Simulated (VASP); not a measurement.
# WBrF4 (P4/mmm) in VASP: a series of runs

Runs on WBrF4. Level: PBE. Tasks: single point.

All numbers are computed with VASP 6.6.1; they aren't measurements. Logs are shortened: lines on timing, memory, paths and dates and some standing lists are left out, and cuts for length are marked.

### 1 The cell of the first run

Symmetry: P4/mmm, No. 123, tetragonal system. The conventional cell has a = 3.641 Å, b = 3.641 Å, c = 6.167 Å, α = 90.00°, β = 90.00°, γ = 90.00°. W (site symmetry 4/mmm) has 10 F at 2.44 to 2.66 Å within 3.2 Å. Within 3.2 Å of Br (site symmetry 4/mmm) lie 10 F at 2.44 to 2.66 Å. F (site symmetry 4mm) has 1 F at 1.29 Å within 1.7 Å. Within 1.7 Å of F (site symmetry 4mm) lie 1 F at 1.30 Å.

The cell was generated, and may not be a known phase.

### 2 Single point, PBE, collinear spin

File INCAR:

```
SYSTEM = WBrF4
PREC     = Accurate       ! precision mode
ENCUT    = 520            ! plane-wave cutoff, eV
EDIFF    = 1E-7           ! SCF threshold, eV
ISMEAR   = 0              ! smearing method
SIGMA    = 0.1            ! smearing width, eV
LREAL    = .FALSE.        ! projectors in reciprocal space
LASPH    = .TRUE.         ! aspherical terms in the spheres
NELM     = 150            ! most SCF steps
ALGO     = Normal         ! electronic algorithm
ISIF     = 2              ! what is computed and relaxed
LWAVE    = .FALSE.        ! write WAVECAR
LCHARG   = .FALSE.        ! write CHGCAR
ISPIN    = 2              ! spin polarisation
MAGMOM   = 2.83 0.04 0.07 0.08 0.08 0.07 ! initial moments
LORBIT   = 11             ! projections on sites
LMAXMIX  = 4              ! l up to which the mixer works
GGA      = PE             ! functional
NBANDS   = 38             ! bands
```

File KPOINTS:

```
Automatic mesh
0
G
  6 6 4
  0 0 0
```

File POSCAR:

```
WBrF4
1.0
    3.6414810300      0.0000000000      0.0000000000
    0.0000000000      3.6414810300      0.0000000000
    0.0000000000      0.0000000000      6.1674476200
W Br F
1 1 4
Direct
    0.5000000000      0.5000000000      0.5000000000
    0.0000000000      0.0000000000      0.0000000000
    0.0000000000      0.0000000000      0.6049659800
    0.5000000000      0.5000000000      0.1051210000
    0.5000000000      0.5000000000      0.8948790000
    0.0000000000      0.0000000000      0.3950340200
```

Potentials or basis: VASP PAW PBE potentials, release 64 (W_sv, Br, F).

On the command line:

```bash
> cat potpaw_PBE.64/W_sv/POTCAR potpaw_PBE.64/Br/POTCAR potpaw_PBE.64/F/POTCAR > POTCAR
> mpirun -np 1 vasp_std > vasp.out
```

OUTCAR:

```text
SYSTEM = WBrF4
   PREC = Accurate
   ENCUT = 520
   EDIFF = 1E-7
   ISMEAR = 0
   LREAL = .FALSE.
   LASPH = .TRUE.
   NELM = 150
   ISIF = 2
   ISPIN = 2
   LORBIT = 11
   GGA = PE

 ion  position               nearest neighbor table
   1  0.500  0.500  0.500-   4 2.44   5 2.44   3 2.66   6 2.66   3 2.66   6 2.66   3 2.66   6 2.66
                             3 2.66   6 2.66
   2  0.000  0.000  0.000-
   3  0.000  0.000  0.605-   6 1.29   1 2.66   1 2.66   1 2.66   1 2.66
   4  0.500  0.500  0.105-   5 1.30   1 2.44
   5  0.500  0.500  0.895-   4 1.30   1 2.44
   6  0.000  0.000  0.395-   3 1.29   1 2.66   1 2.66   1 2.66   1 2.66

  LATTYP: Found a simple tetragonal cell.
 ALAT       =     3.6414810300
 C/A-ratio  =     1.6936646296

  Lattice vectors:

 A1 = (   3.6414810300,   0.0000000000,   0.0000000000)
 A2 = (   0.0000000000,   3.6414810300,   0.0000000000)
 A3 = (   0.0000000000,   0.0000000000,   6.1674476200)

Analysis of symmetry for initial positions (statically):
=====================================================================
 Subroutine PRICEL returns:
 Original cell was already a primitive cell.

 Routine SETGRP: Setting up the symmetry group for a
 simple tetragonal supercell.

 Subroutine GETGRP returns: Found 16 space group operations
 (whereof 16 operations were pure point group operations)
 out of a pool of 16 trial point group operations.

The static configuration has the point symmetry D_4h.

Analysis of symmetry for dynamics (positions and initial velocities):
=====================================================================
 Subroutine PRICEL returns:
 Original cell was already a primitive cell.

 Routine SETGRP: Setting up the symmetry group for a
 simple tetragonal supercell.

 Subroutine GETGRP returns: Found 16 space group operations
 (whereof 16 operations were pure point group operations)
 out of a pool of 16 trial point group operations.

The dynamic configuration has the point symmetry D_4h.

Analysis of structural, dynamic, and magnetic symmetry:
=====================================================================
 Subroutine PRICEL returns:
 Original cell was already a primitive cell.

 Routine SETGRP: Setting up the symmetry group for a
 simple tetragonal supercell.

 Subroutine GETGRP returns: Found 16 space group operations
 (whereof 16 operations were pure point group operations)
 out of a pool of 16 trial point group operations.

The overall configuration has the point symmetry D_4h.

 Subroutine INISYM returns: Found 16 space group operations
 (whereof 16 operations are pure point group operations),
 and found     1 'primitive' translations

----------------------------------------------------------------------------------------

                                     Primitive cell

  volume of cell :      81.7827

  direct lattice vectors                    reciprocal lattice vectors
     3.641481030  0.000000000  0.000000000     0.274613541  0.000000000  0.000000000
     0.000000000  3.641481030  0.000000000     0.000000000  0.274613541  0.000000000
     0.000000000  0.000000000  6.167447620     0.000000000  0.000000000  0.162141628

  length of vectors
     3.641481030  3.641481030  6.167447620     0.274613541  0.274613541  0.162141628

  position of ions in fractional coordinates (direct lattice)
     0.500000000  0.500000000  0.500000000
     0.000000000  0.000000000  0.000000000
     0.000000000  0.000000000  0.604965980
     0.500000000  0.500000000  0.105121000
     0.500000000  0.500000000  0.894879000
     0.000000000  0.000000000  0.395034020

  ion indices of the primitive-cell ions
   primitive index   ion index
                 1           1
                 2           2
                 3           3
                 4           4
                 5           5
                 6           6

[... 31 lines left out ...]
  0.500000  0.000000  0.000000      2.000000
  0.166667  0.166667  0.000000      4.000000
  0.333333  0.166667  0.000000      8.000000
[... 16 lines left out ...]
  0.333333  0.000000  0.500000      4.000000
  0.500000  0.000000  0.500000      2.000000
 [... further k-points ...]
   k-points           NKPTS =     30   k-points in BZ     NKDIM =     30   number of bands    NBANDS=     38
   number of dos      NEDOS =    301   number of ions     NIONS =      6
   total plane-waves  NPLWV =  37632
   dimension x,y,z NGX =    28 NGY =   28 NGZ =   48
   dimension x,y,z NGXF=    56 NGYF=   56 NGZF=   96
   ions per type =               1   1   4
   NGX,Y,Z   is equivalent  to a cutoff of  12.78, 12.78, 12.94 a.u.
   NGXF,Y,Z  is equivalent  to a cutoff of  25.57, 25.57, 25.88 a.u.
 SYSTEM =  WBrF4
   PREC   = accura    normal or accurate (medium, high low for compatibility)
   ISTART =      0    job   : 0-new  1-cont  2-samecut
   ICHARG =      2    charge: 1-file 2-atom 10-const
   ISPIN  =      2    spin polarized calculation?
   LNONCOLLINEAR =      F non collinear calculations
   LSORBIT =      F    spin-orbit coupling
   LASPH  =      T    aspherical Exc in radial PAW
   ENCUT  =  520.0 eV  38.22 Ry    6.18 a.u.   6.77  6.77 11.47*2*pi/ulx,y,z
   NELM   =    150;   NELMIN=  2; NELMDL= -5     # of ELM steps
   EDIFF  = 0.1E-06   stopping-criterion for ELM
   LREAL  =      F    real-space projection
   EDIFFG = 0.1E-05   stopping-criterion for IOM
   NSW    =      0    number of steps for IOM
   IBRION =     -1    ionic relax: 0-MD 1-quasi-New 2-CG
   NFREE  =      0    steps in history (QN), initial steepest desc. (CG)
   ISIF   =      2    stress and relaxation
   ISYM   =      2    0-nonsym 1-usesym 2-fastsym
   POTIM  = 0.5000    time-step for ionic-motion
   TEBEG  =    0.0;   TEEND  =   0.0 temperature during run
   PSTRESS=    0.0 pullay stress
   NELECT =      49.0000    total number of electrons
   NUPDOWN=      -1.0000    fix difference up-down
   EMIN   =  10.00;   EMAX   =-10.00  energy-range for DOS
   EFERMI =   0.00;   METHOD = LEGACY
   ISMEAR =     0;   SIGMA  =   0.10  broadening in eV -4-tet -1-fermi 0-gaus
   EFERMI_NEDOS =   21; number of points for ismear=-14 and -15
   IALGO  =     38    algorithm
   IMIX   =      4    mixing-type and parameters
     AMIX     =   0.40;   BMIX     =  1.00
     AMIX_MAG =   1.60;   BMIX_MAG =  1.00
  volume/ion in A,a.u.               =      13.63        91.98
  Fermi-wavevector in a.u.,A,eV,Ry     =   1.380129  2.608066 25.915778  1.904756
  Thomas-Fermi vector in A             =   2.505035
   LORBIT       =     11    0 simple, 1 ext, 2 COOP (PROOUT), +10 PAW based schemes
   GGA     = PE    functional components
   LHFCALC =     F    Hartree Fock is set to
   AEXX    =    0.0000 exact exchange contribution
   IVDW    =     0    specifies the selected vdW correction
   LEPSILON=     F    determine dielectric tensor
   LRPA    =     F    only Hartree local field effects (RPA)
 spin polarized calculation
 Gauss-broadening in eV      SIGMA  =   0.10
  energy-cutoff  :      520.00
  volume of cell :       81.78
 maximum number of plane-waves:      2230
 NGX is ok and might be reduce to    28
   NGX = 13   NGY = 13   NGZ = 23

 number of electron      49.0000007 magnetization       4.6524947

 Free energy of the ion-electron system (eV)
  ---------------------------------------------------
  ext. energy  EPLUGINS =         0.00000000
  ---------------------------------------------------
  free energy    TOTEN  =       -10.00959018 eV

  energy without entropy =       -9.99330749  energy(sigma->0) =      -10.00144884

 E-fermi :   4.2666     XC(G=0): -10.4608

 val. band max:        4.2648339334   @ k =   0.3333   0.0000   0.2500
 cond. band min:       4.2666930117   @ k =   0.3333   0.0000   0.0000
 fundamental gap:      0.0018590783
 Fermi energy:         4.2666200201

 spin component 1

 k-point     1 :       0.0000    0.0000    0.0000
  band No.  band energies     occupation
      1     -70.4666      1.00000
      2     -34.9921      1.00000
      3     -34.9921      1.00000
      4     -34.8885      1.00000
      5     -28.1349      1.00000
      6     -25.9582      1.00000
[... 925 lines left out ...]
     35      14.4749      0.00000
     36      17.1060      0.00000

 [... further k-points ...]

 spin component 2

 k-point     1 :       0.0000    0.0000    0.0000
  band No.  band energies     occupation
      1     -68.9300      1.00000
      2     -32.8915      1.00000
      3     -32.8915      1.00000
      4     -32.8488      1.00000
      5     -28.0010      1.00000
      6     -25.7170      1.00000
[... 925 lines left out ...]
     35      16.3123      0.00000
     36      17.3289      0.00000

 [... further k-points ...]

 [bands above 36 left out]

------------------------ aborting loop because EDIFF is reached ----------------------------------------

  FORCE on cell =-STRESS in cart. coord.  units (eV):
  Direction    XX          YY          ZZ          XY          YZ          ZX
  --------------------------------------------------------------------------------------
  -------------------------------------------------------------------------------------
  Total       13.1090558     13.1090558     41.7995956      0.0000000      0.0000000      0.0000000
  in kB      256.8150209    256.8150209    818.8815553      0.0000000      0.0000000      0.0000000
  external PRESSURE =     444.1705323 kB  Pullay stress =       0.0000000 kB

 VOLUME and BASIS-vectors are now :
 -----------------------------------------------------------------------------
  energy-cutoff  :      520.00
  volume of cell :       81.78
      direct lattice vectors                 reciprocal lattice vectors
     3.641481030  0.000000000  0.000000000     0.274613541  0.000000000  0.000000000
     0.000000000  3.641481030  0.000000000     0.000000000  0.274613541  0.000000000
     0.000000000  0.000000000  6.167447620     0.000000000  0.000000000  0.162141628

 POSITION                                       TOTAL-FORCE (eV/Angst)
 -----------------------------------------------------------------------------------
      1.82074      1.82074      3.08372         0.000000      0.000000     -0.000000
      0.00000      0.00000      0.00000         0.000000      0.000000     -0.000000
      0.00000      0.00000      3.73110         0.000000      0.000000     17.404449
      1.82074      1.82074      0.64833        -0.000000     -0.000000     14.103719
      1.82074      1.82074      5.51912         0.000000     -0.000000    -14.103719
      0.00000      0.00000      2.43635         0.000000      0.000000    -17.404449
 -----------------------------------------------------------------------------------
    total drift:                                0.000000      0.000000      0.000000

  FREE ENERGIE OF THE ION-ELECTRON SYSTEM (eV)
  ---------------------------------------------------
  free  energy   TOTEN  =       -10.0095901785 eV

  energy  without entropy=       -9.9933074923  energy(sigma->0) =      -10.00144884

 total charge

# of ion       s       p       d       tot
------------------------------------------
    1        2.274   5.995   3.428  11.697
    2        1.639   3.225   0.018   4.882
    3        1.801   4.233   0.000   6.034
    4        1.780   4.253   0.000   6.033
    5        1.780   4.253   0.000   6.033
    6        1.801   4.233   0.000   6.034
--------------------------------------------------
tot         11.074  26.193   3.446  40.713

 magnetization (x)

# of ion       s       p       d       tot
------------------------------------------
    1        0.139   0.029   3.149   3.316
    2        0.002   0.035   0.000   0.037
    3        0.010   0.053   0.000   0.063
    4        0.014   0.068   0.000   0.083
    5        0.014   0.068   0.000   0.083
    6        0.010   0.053   0.000   0.063
--------------------------------------------------
tot          0.189   0.306   3.149   3.644
```

Run time: 2.5 min. Hardware: 1 thread of Intel Xeon Platinum 8488C (Sapphire Rapids), shared host; peak memory 0.3 GiB.

Results:

* Free energy: -10.0096 eV
* Pressure: 44.4 GPa
* Largest force: 17.404 eV/Å
* Net moment: 4.65 μB per cell
* Site moments: W +3.32; Br +0.04; F +0.06, +0.08 (each value once) μB
* Valence electrons inside the program's atomic spheres: W 11.70; Br 4.88; F 6.03

Forces in eV/Å, atoms in the order of the input:
```
W     0.000   0.000   0.000
Br    0.000   0.000   0.000
F     0.000   0.000  17.404
F     0.000   0.000  14.104
F     0.000   0.000 -14.104
F     0.000   0.000 -17.404
```

Caveat: the stress differs along the axes, from 26 to 82 GPa; spin-orbit coupling is left out, which moves the levels of the heavy elements; forces of over 1 eV/Å act on the atoms, so gaps and moduli don't describe the material at rest.

### 3 Single point, PBE, collinear spin

This run uses another cell than the first one, of 15.19 Å³/atom.

File INCAR:

```
PREC     = Accurate       # precision mode
ENCUT    = 520            # plane-wave cutoff, eV
EDIFF    = 1E-7           # SCF threshold, eV
ISMEAR   = 0              # smearing method
SIGMA    = 0.1            # smearing width, eV
LREAL    = False          # projectors in reciprocal space
LASPH    = True           # aspherical terms in the spheres
NELM     = 150            # most SCF steps
ALGO     = Normal         # electronic algorithm
ISIF     = 2              # what is computed and relaxed
LWAVE    = False          # write WAVECAR
LCHARG   = False          # write CHGCAR
ISPIN    = 2              # spin polarisation
MAGMOM   = 0.42 0 0.02 -0.02 -0.02 0.02 # initial moments
LORBIT   = 11             # projections on sites
LMAXMIX  = 4              # l up to which the mixer works
GGA      = PE             # functional
NBANDS   = 38             # bands
```

File KPOINTS:

```
Automatic mesh
0
Gamma
  6 6 4
```

File POSCAR:

```
WBrF4
1.0
    3.6770683989      0.0000000000      0.0000000000
    0.0000000000      3.6770683989      0.0000000000
    0.0000000000      0.0000000000      6.7400976776
W Br F
1 1 4
Direct
    0.5000000000      0.5000000000      0.5000000000
    0.0000000000      0.0000000000      0.0000000000
    0.0000000000      0.0000000000      0.6947880118
    0.5000000000      0.5000000000      0.2308452189
    0.5000000000      0.5000000000      0.7691547811
    0.0000000000      0.0000000000      0.3052119882
```

Potentials or basis: VASP PAW PBE potentials, release 64 (W_sv, Br, F).

On the command line:

```bash
> cat potpaw_PBE.64/W_sv/POTCAR potpaw_PBE.64/Br/POTCAR potpaw_PBE.64/F/POTCAR > POTCAR
> mpirun -np 1 vasp_std > vasp.out
```

It took 2.8 min on 1 thread of Intel Xeon Platinum 8488C (Sapphire Rapids), shared host; peak memory 0.32 GiB.

Results (log left out):

| Property | Result |
| --- | --- |
| Free energy | -26.9841 eV |
| Pressure | 0.2 GPa |
| Largest force | 0.399 eV/Å |
| Net moment | 0.00 μB per cell |
| Valence electrons inside the program's atomic spheres | W 11.61; Br 4.67; F 6.00, 6.08 (each value once) |

Forces in eV/Å, atoms in the order of the input:
```
W    0.000  0.000  0.000
Br   0.000  0.000  0.000
F    0.000  0.000 -0.207
F    0.000  0.000 -0.399
F    0.000  0.000  0.399
F    0.000  0.000  0.207
```

Stress tensor (GPa, compression positive):
```
-1.38  0.00  0.00
 0.00 -1.38  0.00
 0.00  0.00  3.27
```

Levels at points of the mesh, in eV from the Fermi level:
Spin up:
| k point | band 22 | band 23 | band 24 | band 25 | band 26 | band 27 |
| --- | --- | --- | --- | --- | --- | --- |
| (0.00, 0.00, 0.00) | -1.74 | -1.24 | -0.59 | -0.59 | 0.22 | 1.24 |
| (0.50, 0.00, 0.00) | -2.29 | -0.76 | -0.63 | 0.40 | 0.89 | 1.20 |
| (0.50, 0.50, 0.00) | -1.86 | -1.86 | -0.19 | 0.77 | 0.96 | 0.96 |
| (0.00, 0.00, 0.50) | -2.11 | -1.74 | -0.71 | -0.71 | 0.22 | 1.37 |
| (0.50, 0.00, 0.50) | -1.72 | -0.95 | -0.43 | 0.25 | 0.86 | 1.17 |
| (0.50, 0.50, 0.50) | -2.03 | -2.03 | -0.77 | 0.77 | 1.18 | 1.18 |
Spin down:
```
           k point  band 22  band 23  band 24  band 25  band 26  band 27  band 28  band 29
(0.00, 0.00, 0.00)    -1.75    -1.24    -0.59    -0.59     0.22     1.24     1.24     1.71
(0.50, 0.00, 0.00)    -2.30    -0.77    -0.63     0.40     0.89     1.20     1.60     2.04
(0.50, 0.50, 0.00)    -1.86    -1.86    -0.18     0.76     0.96     0.96     2.01     2.11
(0.00, 0.00, 0.50)    -2.11    -1.75    -0.71    -0.71     0.22     1.37     1.37     1.85
(0.50, 0.00, 0.50)    -1.72    -0.95    -0.43     0.25     0.85     1.17     1.24     1.55
(0.50, 0.50, 0.50)    -2.03    -2.03    -0.77     0.76     1.17     1.17     2.03     2.05
```

Caveat: spin-orbit coupling is left out, which moves the levels of the heavy elements.
